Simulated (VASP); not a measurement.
# AlIn2Sb3 (I-4m2) in VASP: single point with PBE

Aim: the single point of AlIn2Sb3 with PBE.

All numbers are computed with VASP 6.6.1; they aren't measurements. Logs are shortened: lines on timing, memory, paths and dates and some standing lists are left out, and cuts for length are marked.

## 1. The cell of the first run

The structure is tetragonal, space group I-4m2 (No. 119). Conventional cell: a = 4.588 Å, b = 4.588 Å, c = 19.519 Å, α = 90.00°, β = 90.00°, γ = 90.00°. Al (site symmetry -4m2) has 4 Sb at 2.73 Å within 3.6 Å. Within 3.8 Å of In (site symmetry 2mm) lie 4 Sb at 2.85 to 2.86 Å. Sb (site symmetry 2mm) has 2 Al at 2.73 Å and 2 In at 2.86 Å within 3.6 Å. Within 3.8 Å of Sb (site symmetry -4m2) lie 4 In at 2.85 Å.

## 2. Single point, PBE

File INCAR:

```
ALGO = Normal
EDIFF = 1E-6
ENCUT = 520
GGA = PE
ISIF = 2
ISMEAR = 0
LASPH = T
LCHARG = F
LREAL = F
LWAVE = F
NBANDS = 31
NELM = 80
PREC = Accurate
SIGMA = 0.1
```

File KPOINTS:

```
k-points
0
Gamma
  6 6 6
```

File POSCAR:

```
AlIn2Sb3
1.0
   -2.2941278000      2.2941278000      9.7593022000
    2.2941278000     -2.2941278000      9.7593022000
    2.2941278000      2.2941278000     -9.7593022000
Al In Sb
1 2 3
Direct
    0.5000000000      0.5000000000      0.0000000000
    0.8367700000      0.8367700000      0.0000000000
    0.1632300000      0.1632300000      0.0000000000
    0.5757470000      0.0757470000      0.5000000000
    0.2500000000      0.7500000000      0.5000000000
    0.9242530000      0.4242530000      0.5000000000
```

Potentials or basis: VASP PAW PBE potentials, release 64 (Al, In_d, Sb).

Command:

```sh
cat potpaw_PBE.64/Al/POTCAR potpaw_PBE.64/In_d/POTCAR potpaw_PBE.64/Sb/POTCAR > POTCAR
mpirun -np 1 vasp_std > vasp.out
```

OUTCAR:

```text
EDIFF = 1E-6
   ENCUT = 520
   GGA = PE
   ISIF = 2
   ISMEAR = 0
   LASPH = T
   LREAL = F
   NELM = 80
   PREC = Accurate

 ion  position               nearest neighbor table
   1  0.500  0.500  0.000-   4 2.73   6 2.73   4 2.73   6 2.73
   2  0.837  0.837  0.000-   5 2.85   5 2.85   6 2.86   6 2.86
   3  0.163  0.163  0.000-   5 2.85   5 2.85   4 2.86   4 2.86
   4  0.576  0.076  0.500-   1 2.73   1 2.73   3 2.86   3 2.86
   5  0.250  0.750  0.500-   3 2.85   2 2.85   2 2.85   3 2.85
   6  0.924  0.424  0.500-   1 2.73   1 2.73   2 2.86   2 2.86

  LATTYP: Found a body centered tetragonal cell.
 ALAT       =     4.5882556000
 C/A-ratio  =     4.2540359783

  Lattice vectors:

 A1 = (  -2.2941278000,   2.2941278000,   9.7593022000)
 A2 = (   2.2941278000,  -2.2941278000,   9.7593022000)
 A3 = (   2.2941278000,   2.2941278000,  -9.7593022000)

Analysis of symmetry for initial positions (statically):
=====================================================================
 Subroutine PRICEL returns:
 Original cell was already a primitive cell.

 Routine SETGRP: Setting up the symmetry group for a
 body centered tetragonal supercell.

 Subroutine GETGRP returns: Found  8 space group operations
 (whereof  8 operations were pure point group operations)
 out of a pool of 16 trial point group operations.

The static configuration has the point symmetry D_2d.

Analysis of symmetry for dynamics (positions and initial velocities):
=====================================================================
 Subroutine PRICEL returns:
 Original cell was already a primitive cell.

 Routine SETGRP: Setting up the symmetry group for a
 body centered tetragonal supercell.

 Subroutine GETGRP returns: Found  8 space group operations
 (whereof  8 operations were pure point group operations)
 out of a pool of 16 trial point group operations.

The dynamic configuration has the point symmetry D_2d.

 Subroutine INISYM returns: Found  8 space group operations
 (whereof  8 operations are pure point group operations),
 and found     1 'primitive' translations

----------------------------------------------------------------------------------------

                                     Primitive cell

  volume of cell :     205.4537

  direct lattice vectors                    reciprocal lattice vectors
    -2.294127800  2.294127800  9.759302200     0.000000000  0.217947753  0.051233171
     2.294127800 -2.294127800  9.759302200     0.217947753  0.000000000  0.051233171
     2.294127800  2.294127800 -9.759302200     0.217947753  0.217947753  0.000000000

  length of vectors
    10.284455462 10.284455462 10.284455462     0.223888501  0.223888501  0.308224669

  position of ions in fractional coordinates (direct lattice)
     0.500000000  0.500000000  0.000000000
     0.836770000  0.836770000  0.000000000
     0.163230000  0.163230000  0.000000000
     0.575747000  0.075747000  0.500000000
     0.250000000  0.750000000  0.500000000
     0.924253000  0.424253000  0.500000000

  ion indices of the primitive-cell ions
   primitive index   ion index
                 1           1
                 2           2
                 3           3
                 4           4
                 5           5
                 6           6

----------------------------------------------------------------------------------------

 KPOINTS: k-points

Automatic generation of k-mesh.
 Grid dimensions read from file:
 generate k-points for:    6    6    6

 Generating k-lattice:

  Cartesian coordinates                     Fractional coordinates (reciprocal lattice)
     0.000000000  0.036324626  0.008538862     0.166666667  0.000000000 -0.000000000
     0.036324626  0.000000000  0.008538862     0.000000000  0.166666667 -0.000000000
     0.036324626  0.036324626  0.000000000     0.000000000  0.000000000  0.166666667

  Length of vectors
     0.037314750  0.037314750  0.051370778

  Shift w.r.t. Gamma in fractional coordinates (k-lattice)
     0.000000000  0.000000000  0.000000000

 Subroutine IBZKPT returns following result:
 ===========================================

 Found     30 irreducible k-points:

 Following reciprocal coordinates:
            Coordinates               Weight
  0.000000  0.000000  0.000000      1.000000
  0.166667  0.000000 -0.000000      8.000000
  0.333333  0.000000  0.000000      8.000000
  0.500000  0.000000  0.000000      4.000000
  0.166667  0.166667  0.000000      8.000000
  0.333333  0.166667 -0.000000     16.000000
[... 16 lines left out ...]
 -0.333333 -0.333333  0.166667      8.000000
 -0.166667 -0.333333  0.166667      8.000000
 [... further k-points ...]
   k-points           NKPTS =     30   k-points in BZ     NKDIM =     30   number of bands    NBANDS=     31
   number of dos      NEDOS =    301   number of ions     NIONS =      6
   total plane-waves  NPLWV = 512000
   dimension x,y,z NGX =    80 NGY =   80 NGZ =   80
   dimension x,y,z NGXF=   160 NGYF=  160 NGZF=  160
   ions per type =               1   2   3
   NGX,Y,Z   is equivalent  to a cutoff of  12.93, 12.93, 12.93 a.u.
   NGXF,Y,Z  is equivalent  to a cutoff of  25.86, 25.86, 25.86 a.u.
 SYSTEM =  unknown system
   PREC   = accura    normal or accurate (medium, high low for compatibility)
   ISTART =      0    job   : 0-new  1-cont  2-samecut
   ICHARG =      2    charge: 1-file 2-atom 10-const
   ISPIN  =      1    spin polarized calculation?
   LNONCOLLINEAR =      F non collinear calculations
   LSORBIT =      F    spin-orbit coupling
   LASPH  =      T    aspherical Exc in radial PAW
   ENCUT  =  520.0 eV  38.22 Ry    6.18 a.u.  19.12 19.12 19.12*2*pi/ulx,y,z
   NELM   =     80;   NELMIN=  2; NELMDL= -5     # of ELM steps
   EDIFF  = 0.1E-05   stopping-criterion for ELM
   LREAL  =      F    real-space projection
   EDIFFG = 0.1E-04   stopping-criterion for IOM
   NSW    =      0    number of steps for IOM
   IBRION =     -1    ionic relax: 0-MD 1-quasi-New 2-CG
   NFREE  =      0    steps in history (QN), initial steepest desc. (CG)
   ISIF   =      2    stress and relaxation
   ISYM   =      2    0-nonsym 1-usesym 2-fastsym
   POTIM  = 0.5000    time-step for ionic-motion
   TEBEG  =    0.0;   TEEND  =   0.0 temperature during run
   PSTRESS=    0.0 pullay stress
   NELECT =      44.0000    total number of electrons
   NUPDOWN=      -1.0000    fix difference up-down
   EMIN   =  10.00;   EMAX   =-10.00  energy-range for DOS
   EFERMI =   0.00;   METHOD = LEGACY
   ISMEAR =     0;   SIGMA  =   0.10  broadening in eV -4-tet -1-fermi 0-gaus
   EFERMI_NEDOS =   21; number of points for ismear=-14 and -15
   IALGO  =     38    algorithm
   IMIX   =      4    mixing-type and parameters
     AMIX     =   0.40;   BMIX     =  1.00
     AMIX_MAG =   1.60;   BMIX_MAG =  1.00
  volume/ion in A,a.u.               =      34.24       231.08
  Fermi-wavevector in a.u.,A,eV,Ry     =   0.979462  1.850915 13.052701  0.959346
  Thomas-Fermi vector in A             =   2.110317
   LORBIT       =      0    0 simple, 1 ext, 2 COOP (PROOUT), +10 PAW based schemes
   GGA     = PE    functional components
   LHFCALC =     F    Hartree Fock is set to
   AEXX    =    0.0000 exact exchange contribution
   IVDW    =     0    specifies the selected vdW correction
   LEPSILON=     F    determine dielectric tensor
   LRPA    =     F    only Hartree local field effects (RPA)
 non-spin polarized calculation
 Gauss-broadening in eV      SIGMA  =   0.10
  energy-cutoff  :      520.00
  volume of cell :      205.45
 maximum number of plane-waves:      5574
 NGX is ok and might be reduce to    80
   NGX = 39   NGY = 39   NGZ = 39

 number of electron      44.0000000 magnetization

 Free energy of the ion-electron system (eV)
  ---------------------------------------------------
  ext. energy  EPLUGINS =         0.00000000
  ---------------------------------------------------
  free energy    TOTEN  =       -22.04092645 eV

  energy without entropy =      -22.03996002  energy(sigma->0) =      -22.04044323

 E-fermi :   4.5007     XC(G=0):  -8.4378

 val. band max:        4.4678094461   @ k =   0.0000   0.0000   0.0000
 cond. band min:       5.0791137024   @ k =   0.5000   0.0000   0.0000
 fundamental gap:      0.6113042563
 Fermi energy:         4.5007483348

 k-point     1 :       0.0000    0.0000    0.0000
  band No.  band energies     occupation
      1     -10.0214      2.00000
      2      -9.9908      2.00000
      3      -9.9604      2.00000
      4      -9.9604      2.00000
      5      -9.9426      2.00000
      6      -9.9426      2.00000
[... 23 lines left out ...]
     30       7.4942      0.00000
     31      10.3239      0.00000

 k-point     2 :       0.1667    0.0000   -0.0000
  band No.  band energies     occupation
      1     -10.0176      2.00000
      2      -9.9869      2.00000
      3      -9.9664      2.00000
      4      -9.9592      2.00000
      5      -9.9477      2.00000
      6      -9.9436      2.00000
[... 23 lines left out ...]
     30       8.1872      0.00000
     31       9.2965      0.00000

 k-point     3 :       0.3333    0.0000    0.0000
  band No.  band energies     occupation
      1     -10.0123      2.00000
      2      -9.9849      2.00000
      3      -9.9732      2.00000
      4      -9.9561      2.00000
      5      -9.9553      2.00000
      6      -9.9462      2.00000
[... 23 lines left out ...]
     30       8.6618      0.00000
     31       9.1877      0.00000

 k-point     4 :       0.5000    0.0000    0.0000
  band No.  band energies     occupation
      1     -10.0113      2.00000
      2      -9.9894      2.00000
      3      -9.9717      2.00000
      4      -9.9573      2.00000
      5      -9.9538      2.00000
      6      -9.9484      2.00000
[... 635 lines left out ...]
     30       8.9554      0.00000
     31       9.6156      0.00000

 k-point    23 :      -0.3333   -0.3333    0.1667
  band No.  band energies     occupation
      1     -10.0152      2.00000
      2      -9.9836      2.00000
      3      -9.9720      2.00000
      4      -9.9571      2.00000
      5      -9.9480      2.00000
      6      -9.9466      2.00000
[... 23 lines left out ...]
     30       8.6498      0.00000
     31       8.8767      0.00000

 k-point    24 :      -0.1667   -0.3333    0.1667
  band No.  band energies     occupation
      1     -10.0174      2.00000
      2      -9.9871      2.00000
      3      -9.9665      2.00000
      4      -9.9592      2.00000
      5      -9.9476      2.00000
      6      -9.9435      2.00000
[... 23 lines left out ...]
     30       8.1557      0.00000
     31       9.1243      0.00000

 [... further k-points ...]

------------------------ aborting loop because EDIFF is reached ----------------------------------------

  FORCE on cell =-STRESS in cart. coord.  units (eV):
  Direction    XX          YY          ZZ          XY          YZ          ZX
  --------------------------------------------------------------------------------------
  -------------------------------------------------------------------------------------
  Total        0.0795388      0.0795388     -0.0731895      0.0000000      0.0000000     -0.0000000
  in kB        0.6202625      0.6202625     -0.5707493      0.0000000      0.0000000     -0.0000000
  external PRESSURE =       0.2232586 kB  Pullay stress =       0.0000000 kB

 VOLUME and BASIS-vectors are now :
 -----------------------------------------------------------------------------
  energy-cutoff  :      520.00
  volume of cell :      205.45
      direct lattice vectors                 reciprocal lattice vectors
    -2.294127800  2.294127800  9.759302200     0.000000000  0.217947753  0.051233171
     2.294127800 -2.294127800  9.759302200     0.217947753  0.000000000  0.051233171
     2.294127800  2.294127800 -9.759302200     0.217947753  0.217947753  0.000000000

 POSITION                                       TOTAL-FORCE (eV/Angst)
 -----------------------------------------------------------------------------------
      0.00000      0.00000      9.75930        -0.000000      0.000000     -0.000000
      0.00000      0.00000     16.33258         0.000000     -0.000000     -0.007343
      0.00000      0.00000      3.18602         0.000000     -0.000000      0.007343
      0.00000      2.29413      1.47848        -0.000000     -0.000000      0.021363
      2.29413      0.00000      4.87965        -0.000000      0.000000      0.000000
      0.00000      2.29413      8.28083         0.000000      0.000000     -0.021363
 -----------------------------------------------------------------------------------
    total drift:                                0.000000     -0.000000     -0.000000

  FREE ENERGIE OF THE ION-ELECTRON SYSTEM (eV)
  ---------------------------------------------------
  free  energy   TOTEN  =       -22.0409264480 eV

  energy  without entropy=      -22.0399600154  energy(sigma->0) =      -22.04044323
```

Wall time 19 min (1 thread of Intel Xeon Platinum 8375C at 2.90GHz (Ice Lake), shared host); peak memory 1 GiB.

Results:

```yaml
Free_energy: -22.0409 eV
Pressure: 0.0 GPa
Largest_force: 0.021 eV/Å
Band_gap_on_the_k_mesh: zero (filled and empty bands touch)
```

Forces in eV/Å, atoms in the order of the input:
```
Al   0.000  0.000  0.000
In   0.000  0.000 -0.007
In   0.000  0.000  0.007
Sb   0.000  0.000  0.021
Sb   0.000  0.000  0.000
Sb   0.000  0.000 -0.021
```

Stress tensor (GPa, compression positive):
```
 0.06  0.00  0.00
 0.00  0.06  0.00
 0.00  0.00 -0.06
```

Caveat: semilocal functionals underestimate gaps, and a narrow one can read as zero; spin-orbit coupling is left out, which moves the levels of the heavy elements.

The gap in the log of VASP goes by the Fermi energy; the results here count the filled bands.